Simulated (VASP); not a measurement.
A run of VASP 6.6.1 is set up as follows.

INCAR

```
SYSTEM = Sb
PREC = Accurate
ENCUT = 520
EDIFF = 1E-6
ISMEAR = -1
SIGMA = 0.1
LREAL = .False.
LASPH = .True.
NELM = 60
ALGO = Normal
ISIF = 2
LWAVE = .False.
LCHARG = .False.
GGA = PS
NBANDS = 12
```

KPOINTS

```
regular mesh
0
Gamma
  7 7 7
  0 0 0
```

File POSCAR:

```
Sb
1.0
    2.1492683909      1.2408806840      3.7493968121
   -2.1492683909      1.2408806840      3.7493968121
    0.0000000000     -2.4817613681      3.7493968121
Sb
2
Direct
    0.2349202401      0.2349202401      0.2349202401
    0.7650797599      0.7650797599      0.7650797599
```

Potentials or basis: VASP PAW PBE potentials, release 64 (Sb).

The run is started by

```sh
$ cat potpaw_PBE.64/Sb/POTCAR > POTCAR
$ mpirun -np 1 vasp_std > vasp.out
```

**Question.** Predict the pressure.

**Answer.** 0.2 GPa.

**Question.** What does it give for the largest force?

**Answer.** 0.048 eV/Å.

Forces on the atoms (eV/Å):
```
Sb   0.000  0.000  0.048
Sb   0.000  0.000 -0.048
```

Caveat: the PAW data sets were made with another functional, which shifts forces and pressure a little.
